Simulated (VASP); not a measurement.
# Co (P6_3/mmc) in VASP: further runs

Runs on Co. Level: PBE. Tasks: single point.

Program: VASP 6.6.1. These are calculated values, not measurements. Logs are shortened: lines on timing, memory, paths and dates and some standing lists are left out, and cuts for length are marked.

## Step 1: The cell of the first run

The structure is hexagonal, space group P6_3/mmc (No. 194). The conventional cell has a = 2.625 Å, b = 2.625 Å, c = 4.245 Å, α = 90.00°, β = 90.00°, γ = 120.00°. Within 3.4 Å of Co (site symmetry -6m2) lie 12 Co at 2.61 to 2.62 Å.

## Step 2: Single point, PBE, collinear spin, ferromagnetic start

The input, INCAR:

```
SYSTEM = Co
PREC = Accurate ; ENCUT = 520
EDIFF = 1E-7 ; ISMEAR = 0
SIGMA = 0.15 ; LREAL = .False.
LASPH = .True. ; NELM = 150
ALGO = Fast ; ISIF = 2
LWAVE = .False. ; LCHARG = .False.
ISPIN = 2 ; MAGMOM = 0.275 0.275
LORBIT = 11 ; NUPDOWN = 0.55
LMAXMIX = 4 ; GGA = PE
NBANDS = 20
```

The input, KPOINTS:

```
Automatic mesh
0
Gamma
  24 24 12
  0 0 0
```

The input, POSCAR:

```
Co
1.0
    2.6247115852      0.0000000000      0.0000000000
   -1.3123557926      2.2730669104      0.0000000000
    0.0000000000      0.0000000000      4.2449521042
Co
2
Direct
    0.6666666667      0.3333333333      0.2500000000
    0.3333333333      0.6666666667      0.7500000000
```

Potentials or basis: VASP PAW PBE potentials, release 64 (Co).

Launch:

```bash
$ cat potpaw_PBE.64/Co/POTCAR > POTCAR
$ mpirun -np 1 vasp_std > vasp.out
```

OUTCAR:

```text
SYSTEM = Co
   PREC = Accurate
   ENCUT = 520
   EDIFF = 1E-7
   ISMEAR = 0
   LREAL = .False.
   LASPH = .True.
   NELM = 150
   ISIF = 2
   ISPIN = 2
   LORBIT = 11
   NUPDOWN = 0.55
   GGA = PE

 ion  position               nearest neighbor table
   1  0.667  0.333  0.250-   2 2.61   2 2.61   2 2.61   2 2.61   2 2.61   2 2.61
   2  0.333  0.667  0.750-   1 2.61   1 2.61   1 2.61   1 2.61   1 2.61   1 2.61

  LATTYP: Found a hexagonal cell.
 ALAT       =     2.6247115852
 C/A-ratio  =     1.6173023079

  Lattice vectors:

 A1 = (   2.6247115852,   0.0000000000,   0.0000000000)
 A2 = (  -1.3123557926,   2.2730669104,   0.0000000000)
 A3 = (   0.0000000000,   0.0000000000,   4.2449521042)

Analysis of symmetry for initial positions (statically):
=====================================================================
 Subroutine PRICEL returns:
 Original cell was already a primitive cell.

 Routine SETGRP: Setting up the symmetry group for a
 hexagonal supercell.

 Subroutine GETGRP returns: Found 24 space group operations
 (whereof 12 operations were pure point group operations)
 out of a pool of 24 trial point group operations.

The static configuration has the point symmetry D_3d.
 The point group associated with its full space group is D_6h.

Analysis of symmetry for dynamics (positions and initial velocities):
=====================================================================
 Subroutine PRICEL returns:
 Original cell was already a primitive cell.

 Routine SETGRP: Setting up the symmetry group for a
 hexagonal supercell.

 Subroutine GETGRP returns: Found 24 space group operations
 (whereof 12 operations were pure point group operations)
 out of a pool of 24 trial point group operations.

The dynamic configuration has the point symmetry D_3d.
 The point group associated with its full space group is D_6h.

Analysis of structural, dynamic, and magnetic symmetry:
=====================================================================
 Subroutine PRICEL returns:
 Original cell was already a primitive cell.

 Routine SETGRP: Setting up the symmetry group for a
 hexagonal supercell.

 Subroutine GETGRP returns: Found 24 space group operations
 (whereof 12 operations were pure point group operations)
 out of a pool of 24 trial point group operations.

The overall configuration has the point symmetry D_3d.
 The point group associated with its full space group is D_6h.

 Subroutine INISYM returns: Found 24 space group operations
 (whereof 12 operations are pure point group operations),
 and found     1 'primitive' translations

----------------------------------------------------------------------------------------

                                     Primitive cell

  volume of cell :      25.3260

  direct lattice vectors                    reciprocal lattice vectors
     2.624711585  0.000000000  0.000000000     0.380994242  0.219967128  0.000000000
    -1.312355793  2.273066910  0.000000000     0.000000000  0.439934256  0.000000000
     0.000000000  0.000000000  4.244952104     0.000000000  0.000000000  0.235573918

  length of vectors
     2.624711585  2.624711585  4.244952104     0.439934256  0.439934256  0.235573918

  position of ions in fractional coordinates (direct lattice)
     0.666666667  0.333333333  0.250000000
     0.333333333  0.666666667  0.750000000

  ion indices of the primitive-cell ions
   primitive index   ion index
                 1           1
                 2           2

----------------------------------------------------------------------------------------

 KPOINTS: Automatic mesh

Automatic generation of k-mesh.
 Grid dimensions read from file:
 generate k-points for:   24   24   12

 Generating k-lattice:

  Cartesian coordinates                     Fractional coordinates (reciprocal lattice)
     0.015874760  0.009165297  0.000000000     0.041666667  0.000000000  0.000000000
     0.000000000  0.018330594  0.000000000     0.000000000  0.041666667  0.000000000
     0.000000000  0.000000000  0.019631160     0.000000000  0.000000000  0.083333333

  Length of vectors
     0.018330594  0.018330594  0.019631160

  Shift w.r.t. Gamma in fractional coordinates (k-lattice)
     0.000000000  0.000000000  0.000000000

 Subroutine IBZKPT returns following result:
 ===========================================

 Found    427 irreducible k-points:

 Following reciprocal coordinates:
            Coordinates               Weight
  0.000000  0.000000  0.000000      1.000000
  0.041667  0.000000  0.000000      6.000000
  0.083333  0.000000  0.000000      6.000000
  0.125000  0.000000  0.000000      6.000000
  0.166667  0.000000  0.000000      6.000000
  0.208333  0.000000  0.000000      6.000000
[... 16 lines left out ...]
  0.416667  0.041667  0.000000     12.000000
  0.458333  0.041667  0.000000     12.000000
 [... further k-points ...]
   k-points           NKPTS =    427   k-points in BZ     NKDIM =    427   number of bands    NBANDS=     20
   number of dos      NEDOS =    301   number of ions     NIONS =      2
   total plane-waves  NPLWV =  12800
   dimension x,y,z NGX =    20 NGY =   20 NGZ =   32
   dimension x,y,z NGXF=    40 NGYF=   40 NGZF=   64
   ions per type =               2
   NGX,Y,Z   is equivalent  to a cutoff of  12.67, 12.67, 12.53 a.u.
   NGXF,Y,Z  is equivalent  to a cutoff of  25.34, 25.34, 25.06 a.u.
 SYSTEM =  Co
   PREC   = accura    normal or accurate (medium, high low for compatibility)
   ISTART =      0    job   : 0-new  1-cont  2-samecut
   ICHARG =      2    charge: 1-file 2-atom 10-const
   ISPIN  =      2    spin polarized calculation?
   LNONCOLLINEAR =      F non collinear calculations
   LSORBIT =      F    spin-orbit coupling
   LASPH  =      T    aspherical Exc in radial PAW
   ENCUT  =  520.0 eV  38.22 Ry    6.18 a.u.   4.88  4.88  7.89*2*pi/ulx,y,z
   NELM   =    150;   NELMIN=  2; NELMDL= -5     # of ELM steps
   EDIFF  = 0.1E-06   stopping-criterion for ELM
   LREAL  =      F    real-space projection
   EDIFFG = 0.1E-05   stopping-criterion for IOM
   NSW    =      0    number of steps for IOM
   IBRION =     -1    ionic relax: 0-MD 1-quasi-New 2-CG
   NFREE  =      0    steps in history (QN), initial steepest desc. (CG)
   ISIF   =      2    stress and relaxation
   ISYM   =      2    0-nonsym 1-usesym 2-fastsym
   POTIM  = 0.5000    time-step for ionic-motion
   TEBEG  =    0.0;   TEEND  =   0.0 temperature during run
   PSTRESS=    0.0 pullay stress
   NELECT =      18.0000    total number of electrons
   NUPDOWN=       0.5500    fix difference up-down
   EMIN   =  10.00;   EMAX   =-10.00  energy-range for DOS
   EFERMI =   0.00;   METHOD = LEGACY
   ISMEAR =     0;   SIGMA  =   0.15  broadening in eV -4-tet -1-fermi 0-gaus
   EFERMI_NEDOS =   21; number of points for ismear=-14 and -15
   IALGO  =     68    algorithm
   IMIX   =      4    mixing-type and parameters
     AMIX     =   0.40;   BMIX     =  1.00
     AMIX_MAG =   1.60;   BMIX_MAG =  1.00
  volume/ion in A,a.u.               =      12.66        85.45
  Fermi-wavevector in a.u.,A,eV,Ry     =   1.460977  2.760847 29.041018  2.134455
  Thomas-Fermi vector in A             =   2.577363
   LORBIT       =     11    0 simple, 1 ext, 2 COOP (PROOUT), +10 PAW based schemes
   GGA     = PE    functional components
   LHFCALC =     F    Hartree Fock is set to
   AEXX    =    0.0000 exact exchange contribution
   IVDW    =     0    specifies the selected vdW correction
   LEPSILON=     F    determine dielectric tensor
   LRPA    =     F    only Hartree local field effects (RPA)
 spin polarized calculation
 RMM-DIIS sequential band-by-band and
 Gauss-broadening in eV      SIGMA  =   0.15
  energy-cutoff  :      520.00
  volume of cell :       25.33
 maximum number of plane-waves:       705
 NGX is ok and might be reduce to    20
   NGX =  9   NGY =  9   NGZ = 15

 number of electron      17.9999985 magnetization       0.5499999

 Free energy of the ion-electron system (eV)
  ---------------------------------------------------
  ext. energy  EPLUGINS =         0.00000000
  ---------------------------------------------------
  free energy    TOTEN  =       -13.13065271 eV

  energy without entropy =      -13.04432488  energy(sigma->0) =      -13.08748880

 E-fermi :   8.1040     XC(G=0): -12.5334

 val. band max:        8.1031864456   @ k =   0.2083   0.1667   0.1667
 cond. band min:       7.9233044985   @ k =   0.1250   0.0833   0.2500
 fundamental gap:     -0.1798819471
 Fermi energy:         7.9228384299

 spin component 1

 k-point     1 :       0.0000    0.0000    0.0000
  band No.  band energies     occupation
      1       0.1959      1.00000
      2       4.1625      1.00000
      3       6.4598      1.00000
      4       6.4984      1.00000
      5       6.4984      1.00000
      6       6.7552      1.00000
[... 12 lines left out ...]
     19      31.6661      0.00000
     20      31.8855      0.00000
[... 507 lines left out ...]
 k-point    24 :       0.4583    0.0417    0.0000
  band No.  band energies     occupation
      1       4.4512      1.00000
      2       4.6869      1.00000
      3       4.8956      1.00000
      4       6.2460      1.00000
      5       6.3365      1.00000
      6       6.4937      1.00000
[... 12 lines left out ...]
     19      28.6012      0.00000
     20      30.1812      0.00000

 [... further k-points ...]

 spin component 2

 k-point     1 :       0.0000    0.0000    0.0000
  band No.  band energies     occupation
      1       0.1676      1.00000
      2       4.3133      1.00000
      3       6.7338      1.00000
      4       6.7693      1.00000
      5       6.7693      1.00000
      6       7.0344      1.00000
[... 12 lines left out ...]
     19      31.6875      0.00000
     20      31.8194      0.00000
[... 507 lines left out ...]
 k-point    24 :       0.4583    0.0417    0.0000
  band No.  band energies     occupation
      1       4.5782      1.00000
      2       4.8860      1.00000
      3       5.1334      1.00000
      4       6.3527      1.00000
      5       6.6513      1.00000
      6       6.7819      1.00000
[... 12 lines left out ...]
     19      28.5521      0.00000
     20      30.2081      0.00000

 [... further k-points ...]
[... 5 lines left out ...]
  --------------------------------------------------------------------------------------
  -------------------------------------------------------------------------------------
  Total       -4.8635675     -4.8635675     -5.0348625      0.0000000      0.0000000     -0.0000000
  in kB     -307.6797602   -307.6797602   -318.5162489      0.0000000      0.0000000     -0.0000000
  external PRESSURE =    -311.2919231 kB  Pullay stress =       0.0000000 kB

 VOLUME and BASIS-vectors are now :
 -----------------------------------------------------------------------------
  energy-cutoff  :      520.00
  volume of cell :       25.33
      direct lattice vectors                 reciprocal lattice vectors
     2.624711585  0.000000000  0.000000000     0.380994242  0.219967128  0.000000000
    -1.312355793  2.273066910  0.000000000     0.000000000  0.439934256  0.000000000
     0.000000000  0.000000000  4.244952104     0.000000000  0.000000000  0.235573918

 POSITION                                       TOTAL-FORCE (eV/Angst)
 -----------------------------------------------------------------------------------
      1.31236      0.75769      1.06124        -0.000000      0.000000      0.000000
     -0.00000      1.51538      3.18371         0.000000     -0.000000      0.000000
 -----------------------------------------------------------------------------------
    total drift:                               -0.000000      0.000000     -0.000000

  FREE ENERGIE OF THE ION-ELECTRON SYSTEM (eV)
  ---------------------------------------------------
  free  energy   TOTEN  =       -13.1306527108 eV

  energy  without entropy=      -13.0443248842  energy(sigma->0) =      -13.08748880

 total charge

# of ion       s       p       d       tot
------------------------------------------
    1        0.421   0.390   7.209   8.019
    2        0.421   0.390   7.209   8.019
--------------------------------------------------
tot          0.841   0.780  14.417  16.039

 magnetization (x)

# of ion       s       p       d       tot
------------------------------------------
    1       -0.004  -0.013   0.305   0.289
    2       -0.004  -0.013   0.305   0.289
--------------------------------------------------
tot         -0.009  -0.025   0.611   0.577
```

Wall time 3.1 min (1 thread of Intel Xeon 6975P-C (Granite Rapids), shared host); peak memory 0.38 GiB.

What came out:

| Item | Value |
| --- | --- |
| Free energy | -13.1307 eV |
| Pressure | -31.1 GPa |
| Net moment | 0.55 μB per cell |
| Site moments | Co +0.29 μB |
| Valence electrons inside the program's atomic spheres | Co 8.02 |

Caveat: the total moment is fixed, so each spin has its own Fermi level.

## Step 3: Single point, PBE

This run uses another cell than the first one, of 10.85 Å³/atom, 0.857 times its volume.

The input, INCAR:

```
ALGO = Fast
EDIFF = 1E-7
ENCUT = 520
GGA = PE
ISIF = 2
ISMEAR = 0
LASPH = True
LCHARG = False
LREAL = False
LWAVE = False
NBANDS = 16
NELM = 60
PREC = Accurate
SIGMA = 0.15
```

The input, KPOINTS:

```
k-points
0
Gamma
  24 24 12
```

The input, POSCAR:

```
Co
1.0
    2.4932834166      0.0000000000      0.0000000000
   -1.2466417083      2.1592467776      0.0000000000
    0.0000000000      0.0000000000      4.0323930238
Co
2
Direct
    0.6666666667      0.3333333333      0.2500000000
    0.3333333333      0.6666666667      0.7500000000
```

Potentials or basis: VASP PAW PBE potentials, release 64 (Co).

Launch:

```bash
$ cat potpaw_PBE.64/Co/POTCAR > POTCAR
$ mpirun -np 1 vasp_std > vasp.out
```

OUTCAR:

```text
EDIFF = 1E-7
   ENCUT = 520
   GGA = PE
   ISIF = 2
   ISMEAR = 0
   LASPH = True
   LREAL = False
   NELM = 60
   PREC = Accurate

 ion  position               nearest neighbor table
   1  0.667  0.333  0.250-   2 2.48   2 2.48   2 2.48   2 2.48   2 2.48   2 2.48
   2  0.333  0.667  0.750-   1 2.48   1 2.48   1 2.48   1 2.48   1 2.48   1 2.48

  LATTYP: Found a hexagonal cell.
 ALAT       =     2.4932834166
 C/A-ratio  =     1.6173023079

  Lattice vectors:

 A1 = (   2.4932834166,   0.0000000000,   0.0000000000)
 A2 = (  -1.2466417083,   2.1592467776,   0.0000000000)
 A3 = (   0.0000000000,   0.0000000000,   4.0323930238)

Analysis of symmetry for initial positions (statically):
=====================================================================
 Subroutine PRICEL returns:
 Original cell was already a primitive cell.

 Routine SETGRP: Setting up the symmetry group for a
 hexagonal supercell.

 Subroutine GETGRP returns: Found 24 space group operations
[... 160 lines left out ...]

 Free energy of the ion-electron system (eV)
  ---------------------------------------------------
  ext. energy  EPLUGINS =         0.00000000
  ---------------------------------------------------
  free energy    TOTEN  =       -13.62836779 eV

  energy without entropy =      -13.55920451  energy(sigma->0) =      -13.59378615

 E-fermi :  10.1516     XC(G=0): -13.4181

 val. band max:       10.1515357151   @ k =   0.0833   0.0833   0.5000
 cond. band min:      10.1517191636   @ k =   0.1250  -0.0000   0.3333
 fundamental gap:      0.0001834485
 Fermi energy:        10.1515547159

 k-point     1 :       0.0000    0.0000    0.0000
  band No.  band energies     occupation
      1       1.3314      2.00000
      2       5.5518      2.00000
      3       8.3547      2.00000
      4       8.3975      2.00000
      5       8.3975      2.00000
      6       8.7314      2.00000
[... 433 lines left out ...]
      3       6.3597      2.00000
      4       8.0077      2.00000
      5       8.2188      2.00000
      6       8.4007      2.00000
[... 8 lines left out ...]
     15      23.3347      0.00000
     16      24.3171      0.00000

 [... further k-points ...]
[... 5 lines left out ...]
  --------------------------------------------------------------------------------------
  -------------------------------------------------------------------------------------
  Total       -1.5217932     -1.5217932     -1.6578914     -0.0000000      0.0000000      0.0000000
  in kB     -112.3128491   -112.3128491   -122.3572972     -0.0000000      0.0000000      0.0000000
  external PRESSURE =    -115.6609985 kB  Pullay stress =       0.0000000 kB

 VOLUME and BASIS-vectors are now :
 -----------------------------------------------------------------------------
  energy-cutoff  :      520.00
  volume of cell :       21.71
      direct lattice vectors                 reciprocal lattice vectors
     2.493283417  0.000000000  0.000000000     0.401077548  0.231562230  0.000000000
    -1.246641708  2.159246778  0.000000000     0.000000000  0.463124461  0.000000000
     0.000000000  0.000000000  4.032393024     0.000000000  0.000000000  0.247991700

 POSITION                                       TOTAL-FORCE (eV/Angst)
 -----------------------------------------------------------------------------------
      1.24664      0.71975      1.00810        -0.000000      0.000000      0.000000
     -0.00000      1.43950      3.02429         0.000000      0.000000      0.000000
 -----------------------------------------------------------------------------------
    total drift:                                0.000000     -0.000000     -0.000000

  FREE ENERGIE OF THE ION-ELECTRON SYSTEM (eV)
  ---------------------------------------------------
  free  energy   TOTEN  =       -13.6283677907 eV

  energy  without entropy=      -13.5592045100  energy(sigma->0) =      -13.59378615
```

OSZICAR:

```text
N       E                     dE             d eps       ncg     rms          rms(c)
DAV:   1     0.744828440653E+02    0.74483E+02   -0.84402E+03 14056   0.153E+03
DAV:   2    -0.140568236882E+02   -0.88540E+02   -0.81299E+02 13760   0.238E+02
DAV:   3    -0.162043145896E+02   -0.21475E+01   -0.20968E+01 17000   0.510E+01
DAV:   4    -0.162390591062E+02   -0.34745E-01   -0.34735E-01 19200   0.495E+00
DAV:   5    -0.162393286342E+02   -0.26953E-03   -0.26952E-03 17232   0.421E-01    0.142E+01
RMM:   6    -0.141393954316E+02    0.20999E+01   -0.12366E+01 15300   0.474E+01    0.620E+00
RMM:   7    -0.136746458795E+02    0.46475E+00   -0.17519E+00 14981   0.195E+01    0.208E+00
RMM:   8    -0.136334455120E+02    0.41200E-01   -0.49207E-02 17312   0.193E+00    0.432E-01
RMM:   9    -0.136286503739E+02    0.47951E-02   -0.90252E-03 16845   0.137E+00    0.193E-01
RMM:  10    -0.136283700337E+02    0.28034E-03   -0.33680E-03 18443   0.440E-01    0.952E-02
RMM:  11    -0.136283765220E+02   -0.64883E-05   -0.79939E-04 18090   0.282E-01    0.558E-02
RMM:  12    -0.136283834608E+02   -0.69388E-05   -0.20993E-04 19346   0.922E-02    0.365E-02
RMM:  13    -0.136283651431E+02    0.18318E-04   -0.49154E-05 15728   0.775E-02    0.557E-03
RMM:  14    -0.136283676357E+02   -0.24926E-05   -0.20551E-05 18905   0.268E-02    0.271E-03
RMM:  15    -0.136283677972E+02   -0.16149E-06   -0.24267E-06 17848   0.101E-02    0.191E-03
RMM:  16    -0.136283677907E+02    0.64842E-08   -0.33754E-07 10300   0.532E-03
   1 F= -.13628368E+02 E0= -.13593786E+02  d E =-.691633E-01
```

Wall time 92 s (1 thread of Intel Xeon Platinum 8559C (Emerald Rapids), shared host); peak memory 0.23 GiB.

What came out:

| Quantity | Value |
| --- | --- |
| Free energy | -13.6284 eV |
| Pressure | -11.6 GPa |
| Band gap on the k mesh | zero (band 9 reaches 10.48 eV, above the bottom of band 10 at 9.07 eV) |

Stress tensor (GPa, compression positive):
```
-11.23   0.00   0.00
  0.00 -11.23   0.00
  0.00   0.00 -12.24
```

Levels at points of the mesh, in eV from the Fermi level:
```csv
k point,band 6,band 7,band 8,band 9,band 10,band 11,band 12,band 13
"(0.00, 0.00, 0.00)",-1.42,-1.42,-1.06,-1.06,-0.02,0.09,0.09,6.87
"(0.50, 0.00, 0.00)",-1.75,-1.39,0.24,0.33,0.39,1.89,3.81,9.94
"(0.00, 0.00, 0.50)",-1.82,-1.82,-1.82,-0.23,-0.23,-0.23,-0.23,15.27
"(0.50, 0.00, 0.50)",-0.93,-0.32,-0.32,0.33,0.33,1.88,1.88,7.73
```

Caveat: the run has no spin polarisation, though such a crystal can be magnetic.

(Part 1 of 2 ends here.)
